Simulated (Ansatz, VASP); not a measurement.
**One calculation of TiCo, two programs**

```xyz
2
Lattice="2.9861 0.0000 0.0000 0.0000 2.9861 0.0000 0.0000 0.0000 2.9861" Properties=species:S:1:pos:R:3 pbc="T T T"
Co    1.4931    1.4931    1.4931
Ti    0.0000    0.0000    0.0000
```

Alike in both runs: functional RPBE; k mesh 9 × 9 × 9; occupations fermi-dirac, width 0.05 eV; collinear spin.

```csv
,VASP,Ansatz
version,VASP 6.6.1,Ansatz 0.2.0
potentials or method,"VASP PAW PBE potentials, release 64 (Co, Ti_sv), cutoff 520 eV","all-electron LAPW, scalar-relativistic"
task,single point,band structure
```

|  | VASP | Ansatz | Ansatz less VASP |
| --- | --- | --- | --- |
| gap on the k mesh at the Fermi level (eV) | none | none | - |
| pressure (GPa) | 3.6 | 4.1 | +0.51 |
| net moment per atom (μB) | 0.41 | 0.42 | +0.009 |
| size of the moment on the site where the two differ most (μB) | 0.94 | 0.98 | +0.047 |

VASP's potentials were made for PBE, not for RPBE. Site moments also hang on the region over which each program counts them. A gap of «none» marks a metal or a gap that the smearing closes. Ansatz ran all-electron here, and VASP with PAW potentials.
